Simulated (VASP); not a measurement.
# Pd (Fm-3m) in VASP: a series of runs, part 2 of 2

VASP 6.6.1. Earlier steps stand in the parts before.

**3. Single point, LDA**

Contents of INCAR:

```
PREC = Accurate
ENCUT = 520
EDIFF = 1E-6
ISMEAR = 1
SIGMA = 0.3
LREAL = False
LASPH = True
NELM = 60
ALGO = Normal
ISIF = 2
LWAVE = False
LCHARG = False
GGA = CA
NBANDS = 11
```

Contents of KPOINTS:

```
regular mesh
0
Gamma
  14 14 14
```

Contents of POSCAR:

```
Pd
1.0
    0.0000000000      1.9211411165      1.9211411165
    1.9211411165      0.0000000000      1.9211411165
    1.9211411165      1.9211411165      0.0000000000
Pd
1
Direct
    0.0000000000      0.0000000000      0.0000000000
```

Potentials or basis: VASP PAW LDA potentials, release 64 (Pd).

The run is started by

```console
$ cat potpaw_LDA.64/Pd/POTCAR > POTCAR
$ mpirun -np 1 vasp_std > vasp.out
```

OUTCAR:

```text
PREC = Accurate
   ENCUT = 520
   EDIFF = 1E-6
   ISMEAR = 1
   LREAL = False
   LASPH = True
   NELM = 60
   ISIF = 2
   GGA = CA

 ion  position               nearest neighbor table
   1  0.000  0.000  0.000-

  LATTYP: Found a face centered cubic cell.
 ALAT       =     3.8422822330

  Lattice vectors:

 A1 = (   0.0000000000,   1.9211411165,   1.9211411165)
 A2 = (   1.9211411165,   0.0000000000,   1.9211411165)
 A3 = (   1.9211411165,   1.9211411165,   0.0000000000)

Analysis of symmetry for initial positions (statically):
[... 33 lines left out ...]
                                     Primitive cell
[... 471 lines left out ...]
      4       7.9990      2.00000
      5       9.1054      2.00000
      6       9.5834      2.00488
      7      25.9268      0.00000
      8      29.0811      0.00000
      9      30.4365      0.00000
     10      32.2607      0.00000
     11      35.8212      0.00000

 [... further k-points ...]
[... 5 lines left out ...]
  --------------------------------------------------------------------------------------
  -------------------------------------------------------------------------------------
  Total       -0.0004858     -0.0004858     -0.0004858      0.0000000      0.0000000     -0.0000000
  in kB       -0.0548903     -0.0548903     -0.0548903      0.0000000      0.0000000     -0.0000000
  external PRESSURE =      -0.0548903 kB  Pullay stress =       0.0000000 kB

 VOLUME and BASIS-vectors are now :
 -----------------------------------------------------------------------------
  energy-cutoff  :      520.00
  volume of cell :       14.18
      direct lattice vectors                 reciprocal lattice vectors
     0.000000000  1.921141117  1.921141117    -0.260261985  0.260261985  0.260261985
     1.921141117  0.000000000  1.921141117     0.260261985 -0.260261985  0.260261985
     1.921141117  1.921141117  0.000000000     0.260261985  0.260261985 -0.260261985

 POSITION                                       TOTAL-FORCE (eV/Angst)
 -----------------------------------------------------------------------------------
      0.00000      0.00000      0.00000         0.000000      0.000000     -0.000000
 -----------------------------------------------------------------------------------
    total drift:                                0.000000      0.000000      0.000000

  FREE ENERGIE OF THE ION-ELECTRON SYSTEM (eV)
  ---------------------------------------------------
  free  energy   TOTEN  =        -6.4914427773 eV

  energy  without entropy=       -6.4702956077  energy(sigma->0) =       -6.48439372
```

Wall time 11 s (1 thread of Intel Xeon Platinum 8259CL at 2.50GHz (Skylake/Cascade Lake), shared host); peak memory 0.13 GiB.

What came out:

```yaml
Free_energy: -6.4914 eV
Pressure: 0.0 GPa
Band_gap_on_the_k_mesh: zero (band 5 reaches 10.60 eV, above the bottom of band 6 at 8.89 eV)
```

**4. Single point, LDA**

Contents of INCAR:

```
SYSTEM = Pd
PREC = Accurate ; ENCUT = 520
EDIFF = 1E-6 ; ISMEAR = 1
SIGMA = 0.6 ; LREAL = .False.
LASPH = .True. ; NELM = 80
ALGO = Normal ; ISIF = 2
LWAVE = .False. ; LCHARG = .False.
NBANDS = 11
```

Contents of KPOINTS:

```
regular mesh
0
Gamma
  14 14 14
  0 0 0
```

POSCAR is that of step 3.

The run is started by

```console
$ cat potpaw_LDA.64/Pd/POTCAR > POTCAR
$ mpirun -np 1 vasp_std > vasp.out
```

It took 11 s on 1 thread of Intel Xeon Platinum 8259CL at 2.50GHz (Skylake/Cascade Lake), shared host; peak memory 0.13 GiB.

It converged, with:

```yaml
Free_energy: -6.5159 eV
Pressure: 0.1 GPa
Band_gap_on_the_k_mesh: zero (band 5 reaches 10.60 eV, above the bottom of band 6 at 8.89 eV)
```

Levels at points of the mesh, in eV from the Fermi level:
```csv
k point,band 3,band 4,band 5,band 6,band 7,band 8
"(0.00, 0.00, 0.00)",-3.09,-3.09,-1.34,-1.34,17.11,22.05
"(0.50, 0.00, 0.00)",-3.14,-0.05,-0.05,0.82,7.54,16.49
"(0.50, 0.50, 0.00)",-0.07,0.28,0.28,3.22,11.10,13.24
```

**5. Single point, LDA**

Contents of INCAR:

```
  PREC = Accurate
  ENCUT = 520
  EDIFF = 1E-6
  ISMEAR = 1
  SIGMA = 1.0
  LREAL = F
  LASPH = T
  NELM = 100
  ALGO = Normal
  ISIF = 2
  LWAVE = F
  LCHARG = F
  GGA = CA
  NBANDS = 11
```

Contents of KPOINTS:

```
regular mesh
0
Gamma
  14 14 14
```

POSCAR is that of step 4.

Potentials or basis: VASP PAW LDA potentials, release 64 (Pd).

The run is started by

```console
$ cat potpaw_LDA.64/Pd/POTCAR > POTCAR
$ mpirun -np 1 vasp_std > vasp.out
```

OUTCAR:

```text
PREC = Accurate
   ENCUT = 520
   EDIFF = 1E-6
   ISMEAR = 1
   LREAL = F
   LASPH = T
   NELM = 100
   ISIF = 2
   GGA = CA

 ion  position               nearest neighbor table
   1  0.000  0.000  0.000-

  LATTYP: Found a face centered cubic cell.
 ALAT       =     3.8422822330

  Lattice vectors:

 A1 = (   0.0000000000,   1.9211411165,   1.9211411165)
 A2 = (   1.9211411165,   0.0000000000,   1.9211411165)
 A3 = (   1.9211411165,   1.9211411165,   0.0000000000)
[... 513 lines left out ...]
     10      32.2607      0.00000
     11      35.8113      0.00000

 [... further k-points ...]

------------------------ aborting loop because EDIFF is reached ----------------------------------------

  FORCE on cell =-STRESS in cart. coord.  units (eV):
  Direction    XX          YY          ZZ          XY          YZ          ZX
  --------------------------------------------------------------------------------------
  -------------------------------------------------------------------------------------
  Total       -0.0186615     -0.0186615     -0.0186615      0.0000000      0.0000000      0.0000000
  in kB       -2.1083871     -2.1083871     -2.1083871      0.0000000      0.0000000      0.0000000
  external PRESSURE =      -2.1083871 kB  Pullay stress =       0.0000000 kB

 VOLUME and BASIS-vectors are now :
 -----------------------------------------------------------------------------
  energy-cutoff  :      520.00
  volume of cell :       14.18
      direct lattice vectors                 reciprocal lattice vectors
     0.000000000  1.921141117  1.921141117    -0.260261985  0.260261985  0.260261985
     1.921141117  0.000000000  1.921141117     0.260261985 -0.260261985  0.260261985
     1.921141117  1.921141117  0.000000000     0.260261985  0.260261985 -0.260261985

 POSITION                                       TOTAL-FORCE (eV/Angst)
 -----------------------------------------------------------------------------------
      0.00000      0.00000      0.00000        -0.000000     -0.000000      0.000000
 -----------------------------------------------------------------------------------
    total drift:                                0.000000      0.000000      0.000000

  FREE ENERGIE OF THE ION-ELECTRON SYSTEM (eV)
  ---------------------------------------------------
  free  energy   TOTEN  =        -6.5448552725 eV

  energy  without entropy=       -6.4828255424  energy(sigma->0) =       -6.52417870
```

OSZICAR:

```text
N       E                     dE             d eps       ncg     rms          rms(c)
DAV:   1     0.423944210792E+02    0.42394E+02   -0.52336E+03  2288   0.867E+02
DAV:   2    -0.631617639791E+01   -0.48711E+02   -0.47101E+02  2577   0.185E+02
DAV:   3    -0.689850879992E+01   -0.58233E+00   -0.57930E+00  2778   0.216E+01
DAV:   4    -0.690076793966E+01   -0.22591E-02   -0.22588E-02  2800   0.141E+00
DAV:   5    -0.690079050880E+01   -0.22569E-04   -0.22569E-04  2980   0.128E-01    0.916E+00
DAV:   6    -0.656558265946E+01    0.33521E+00   -0.13246E+00  2858   0.941E+00    0.433E+00
DAV:   7    -0.655050313169E+01    0.15080E-01   -0.32111E-02  3022   0.115E+00    0.219E+00
DAV:   8    -0.654488617912E+01    0.56170E-02   -0.22159E-03  2859   0.486E-01    0.101E-01
DAV:   9    -0.654485114503E+01    0.35034E-04   -0.21256E-04  2982   0.124E-01    0.151E-02
DAV:  10    -0.654485541705E+01   -0.42720E-05   -0.33958E-06  2912   0.169E-02    0.101E-02
DAV:  11    -0.654485527254E+01    0.14451E-06   -0.54346E-08  1969   0.243E-03
   1 F= -.65448553E+01 E0= -.65241787E+01  d E =-.620297E-01
```

stdout:

```text
POSCAR found type information on POSCAR Pd
 POSCAR found :  1 types and       1 ions
 scaLAPACK will be used
 LDA part: xc-table for (Slater(with rela. corr.)+CA(PZ))
 , standard interpolation
 POSCAR, INCAR and KPOINTS ok, starting setup
 FFT: planning ... GRIDC
 FFT: planning ... GRID_SOFT
 FFT: planning ... GRID
 WAVECAR not read
 entering main loop
```

It took 12 s on 1 thread of Intel Xeon Platinum 8259CL at 2.50GHz (Skylake/Cascade Lake), shared host; peak memory 0.13 GiB.

What came out:

- Free energy: -6.5449 eV
- Pressure: -0.2 GPa
- Band gap on the k mesh: zero (band 5 reaches 10.60 eV, above the bottom of band 6 at 8.89 eV)

Levels at points of the mesh, in eV from the Fermi level:
| k point | band 3 | band 4 | band 5 | band 6 | band 7 | band 8 |
| --- | --- | --- | --- | --- | --- | --- |
| (0.00, 0.00, 0.00) | -3.16 | -3.16 | -1.41 | -1.41 | 17.05 | 21.99 |
| (0.50, 0.00, 0.00) | -3.20 | -0.12 | -0.12 | 0.76 | 7.48 | 16.43 |
| (0.50, 0.50, 0.00) | -0.14 | 0.22 | 0.22 | 3.16 | 11.04 | 13.18 |

**6. Summary**

```csv
smearing,gap on the mesh (eV),pressure (GPa)
methfessel-paxton 0.2 eV,none,-0.1
methfessel-paxton 0.3 eV,none,0.0
methfessel-paxton 0.6 eV,none,0.1
methfessel-paxton 1 eV,none,-0.2
```

Alike in all rows: task single point; level LDA; potentials or basis VASP PAW LDA potentials, release 64 (Pd); no spin polarisation; cell as given; k mesh 14 × 14 × 14; cutoff (eV) 520.

Every run on the cell as given and a fine mesh finds a metal.

Total energies depend on the potentials used, so only differences within one code and one set of settings carry meaning.
